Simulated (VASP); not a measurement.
# SiC (rock salt): single point with LDA

Crystal: SiC (rock salt).

```
CELL_PARAMETERS angstrom
0.00000 2.04000 2.04000
2.04000 0.00000 2.04000
2.04000 2.04000 0.00000
ATOMIC_POSITIONS crystal
Si 0.00000 0.00000 0.00000
C 0.50000 0.50000 0.50000
```

This cell differs from its parent crystal: volume scaled by 1.03.

- Program: VASP 6.6.1
- Task: single point
- Functional: LDA
- Potentials or basis: VASP PAW LDA potentials, release 64 (Si, C)
- Cutoff: 520 eV
- k mesh: 16 × 16 × 16
- Occupations: gaussian, width 0.05 eV
- Spin: no spin polarisation
- Dipole correction: no
- Further INCAR settings: ALGO = Normal; EDIFF = 1e-06; NBANDS = 11

- Pressure: -12.2 GPa
- Band gap on the k mesh: zero (band 4 reaches 12.11 eV, above the bottom of band 5 at 10.94 eV)

Levels at points of the mesh, in eV from the Fermi level:
| k point | band 1 | band 2 | band 3 | band 4 | band 5 | band 6 | band 7 | band 8 |
| --- | --- | --- | --- | --- | --- | --- | --- | --- |
| (0.00, 0.00, 0.00) | -18.00 | 0.08 | 0.08 | 0.08 | 7.25 | 9.01 | 9.01 | 9.01 |
| (0.50, 0.00, 0.00) | -12.87 | -11.26 | -0.90 | -0.90 | 5.17 | 5.17 | 5.92 | 9.28 |
| (0.50, 0.50, 0.00) | -11.15 | -9.49 | -4.12 | -4.12 | -1.00 | 2.71 | 14.38 | 14.38 |

Wall time 24 s on 1 thread of Intel Xeon 8259CL (shared host), peak memory 0.14 GiB.
